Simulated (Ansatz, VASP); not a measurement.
## AsH3: VASP beside Ansatz

```
CELL_PARAMETERS angstrom
5.82262 0.00000 0.00000
0.00000 7.61924 0.00000
0.00000 0.00000 30.06737
ATOMIC_POSITIONS crystal
As 0.70907 0.08339 0.61634
H 0.71418 0.94662 0.65374
H 0.83544 0.21846 0.64484
H 0.47436 0.15165 0.63114
```

Alike in both runs: task single point; functional PBE; dispersion D3(BJ); k mesh 3 × 2 × 1; occupations gaussian, width 0.05 eV; no spin polarisation.

|  | VASP | Ansatz |
| --- | --- | --- |
| version | VASP 6.6.1 | Ansatz 0.2.0 |
| potentials or method | VASP PAW PBE potentials, release 64 (As, H), cutoff 520 eV | scalar-relativistic, plane waves, PAW |
| valence electrons in the cell | 8 | 18 |

VASP gave:

- gap on the k mesh at the Fermi level (eV): 5.29
- rms of the force components (eV/Å): 0.131

Q: What did Ansatz give for the same quantities?

A: gap on the k mesh at the Fermi level (eV): 5.32; rms of the force components (eV/Å): 0.078.

Atom by atom the forces differ by 0.061 eV/Å (rms over components). VASP's potentials hold 8 valence electrons a cell and Ansatz's 18, so a difference there can come from the potentials and not from the codes.
